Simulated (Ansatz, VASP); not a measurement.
**Ru: VASP beside Ansatz**

```
CELL_PARAMETERS angstrom
2.87867 0.00000 0.00000
-1.43934 2.49300 0.00000
0.00000 0.00000 4.17010
ATOMIC_POSITIONS crystal
Ru 0.33333 0.66667 0.25000
Ru 0.66667 0.33333 0.75000
```

Alike in both runs: task single point; functional PBE; k mesh 18 × 18 × 10; occupations gaussian, width 0.1 eV; no spin polarisation.

|  | VASP | Ansatz |
| --- | --- | --- |
| version | VASP 6.6.1 | Ansatz 0.2.0 |
| potentials or method | VASP PAW PBE potentials, release 64 (Ru_pv), cutoff 520 eV | scalar-relativistic, plane waves, PAW |
| valence electrons in the cell | 28 | 32 |

Ansatz gave:

| Property | Result |
| --- | --- |
| gap on the k mesh at the Fermi level (eV) | none |
| pressure (GPa) | -18.3 |
| traceless stress, the component that is largest in VASP (GPa) | 16.66 |

Q: What did VASP give for the same quantities?

A: gap on the k mesh at the Fermi level (eV): none; pressure (GPa): -18.4; traceless stress, the component that is largest in VASP (GPa): 16.64.

A gap of «none» marks a metal or a gap that the smearing closes. The functional is the same, so the differences come from potentials, cutoffs and numerics. VASP's potentials hold 28 valence electrons a cell and Ansatz's 32, so a difference there can come from the potentials and not from the codes.
